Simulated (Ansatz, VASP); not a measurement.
**One calculation of BN, two programs**

File INCAR:

```
SYSTEM = BN
  ALGO = Normal
  EDIFF = 1E-6
  ENCUT = 520
  GGA = PE
  ISIF = 2
  ISMEAR = 0
  IVDW = 12
  LASPH = .TRUE.
  LCHARG = .FALSE.
  LREAL = .FALSE.
  LWAVE = .FALSE.
  NBANDS = 26
  NELM = 100
  PREC = Accurate
  SIGMA = 0.05
```

The input KPOINTS:

```
k-points
0
G
  10 10 2
  0 0 0
```

POSCAR

```
BN
1.0
   -2.5064381127      0.0000000000      0.0000000000
   -1.2532190563     -2.1706390786      0.0000000000
    0.0000000000      0.0000000000     19.2336949040
B N
4 4
Direct
    0.3333333333      0.3333333333      0.6020415265
    0.3333333333      0.3333333333      0.2580177971
    0.6666666667      0.6666666667      0.0860059324
    0.6666666667      0.6666666667      0.4300296618
    0.3333333333      0.3333333333      0.0860059324
    0.3333333333      0.3333333333      0.4300296618
    0.6666666667      0.6666666667      0.6020415265
    0.6666666667      0.6666666667      0.2580177971
```

Input for Ansatz:

```yaml
crystal:
  lattice:
    - [-2.5064381127, 0.0, 0.0]
    - [-1.2532190563, -2.1706390786, 0.0]
    - [0.0, 0.0, 19.233694904]
  atoms:
    - { symbol: B, position: [0.3333333333, 0.3333333333, 0.6020415265] }
    - { symbol: B, position: [0.3333333333, 0.3333333333, 0.2580177971] }
    - { symbol: B, position: [0.6666666667, 0.6666666667, 0.0860059324] }
    - { symbol: B, position: [0.6666666667, 0.6666666667, 0.4300296618] }
    - { symbol: "N", position: [0.3333333333, 0.3333333333, 0.0860059324] }
    - { symbol: "N", position: [0.3333333333, 0.3333333333, 0.4300296618] }
    - { symbol: "N", position: [0.6666666667, 0.6666666667, 0.6020415265] }
    - { symbol: "N", position: [0.6666666667, 0.6666666667, 0.2580177971] }
basis:
  ecutwfc: 420
kpoints:
  mp_grid: { grid: [10, 10, 2] }
hamiltonian:
  xc: pbe
  dispersion: d3bj
scf:
  occupations: { method: gaussian, width: 0.05 }
output:
  forces: true
  stress: true
  eigenvalues: true
```

Alike in both runs: task single point; functional PBE; dispersion D3(BJ); k mesh 10 × 10 × 2; occupations gaussian, width 0.05 eV; no spin polarisation.

|  | VASP | Ansatz |
| --- | --- | --- |
| version | VASP 6.6.1 | Ansatz 0.2.0 |
| potentials or method | VASP PAW PBE potentials, release 64 (B, N), cutoff 520 eV | scalar-relativistic, plane waves, PAW |
| valence electrons in the cell | 32 | 32 |

```tsv
	VASP	Ansatz	Ansatz less VASP
gap on the k mesh at the Fermi level (eV)	4.31	4.32	+0.007
least direct gap on the mesh (eV)	4.71	4.72	+0.004
rms of the force components (eV/Å)	0.010	0.010	-0.0002
```

Atom by atom the forces differ by 0.000 eV/Å (rms over components).
